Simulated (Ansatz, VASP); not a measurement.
# Two plane-wave programs on Ta

The input INCAR:

```
SYSTEM = Ta
PREC     = Accurate       ! precision mode
ENCUT    = 520            ! plane-wave cutoff, eV
EDIFF    = 1E-6           ! SCF threshold, eV
ISMEAR   = 0              ! smearing method
SIGMA    = 0.15           ! smearing width, eV
LREAL    = .FALSE.        ! projectors in reciprocal space
LASPH    = .TRUE.         ! aspherical terms in the spheres
NELM     = 60             ! most SCF steps
ALGO     = Fast           ! electronic algorithm
ISIF     = 2              ! what is computed and relaxed
LWAVE    = .FALSE.        ! write WAVECAR
LCHARG   = .FALSE.        ! write CHGCAR
GGA      = PS             ! functional
NBANDS   = 18             ! bands
```

The input KPOINTS:

```
Automatic mesh
0
G
  18 18 10
  0 0 0
```

File POSCAR:

```
Ta
1.0
    2.9003720726      0.0000000000      0.0000000000
   -1.4501860363      2.5117958953      0.0000000000
    0.0000000000      0.0000000000      5.1662740000
Ta
2
Direct
    0.6218779957      0.2437559913      0.7064483030
    0.3333333333      0.6666666667      0.2500000000
```

Input for Ansatz:

```yaml
crystal:
  lattice:
    - [2.9003720726, 0.0, 0.0]
    - [-1.4501860363, 2.5117958953, 0.0]
    - [0.0, 0.0, 5.166274]
  atoms:
    - { symbol: Ta, position: [0.6218779957, 0.2437559913, 0.706448303] }
    - { symbol: Ta, position: [0.3333333333, 0.6666666667, 0.25] }
basis:
  ecutwfc: 420
kpoints:
  mp_grid: { grid: [18, 18, 10] }
hamiltonian:
  xc: pbesol
scf:
  occupations: { method: gaussian, width: 0.15 }
output:
  forces: true
  stress: true
  eigenvalues: true
```

Alike in both runs: task single point; functional PBEsol; k mesh 18 × 18 × 10; occupations gaussian, width 0.15 eV; no spin polarisation.

```csv
,VASP,Ansatz
version,VASP 6.6.1,Ansatz 0.2.0
potentials or method,"VASP PAW PBE potentials, release 64 (Ta_pv), cutoff 520 eV","scalar-relativistic, plane waves, PAW"
valence electrons in the cell,22,26
```

|  | VASP | Ansatz | Ansatz less VASP |
| --- | --- | --- | --- |
| gap on the k mesh at the Fermi level (eV) | none | none | - |
| pressure (GPa) | -3.0 | -3.1 | -0.13 |
| traceless stress, the component that is largest in VASP (GPa) | -4.74 | -4.74 | -0.003 |
| rms of the force components (eV/Å) | 1.299 | 1.299 | -0.0004 |

VASP's potentials were made for PBE, not for PBEsol. Atom by atom the forces differ by 0.000 eV/Å (rms over components). A gap of «none» marks a metal or a gap that the smearing closes. VASP's potentials hold 22 valence electrons a cell and Ansatz's 26, so a difference there can come from the potentials and not from the codes.

Neither program's run includes spin-orbit coupling.
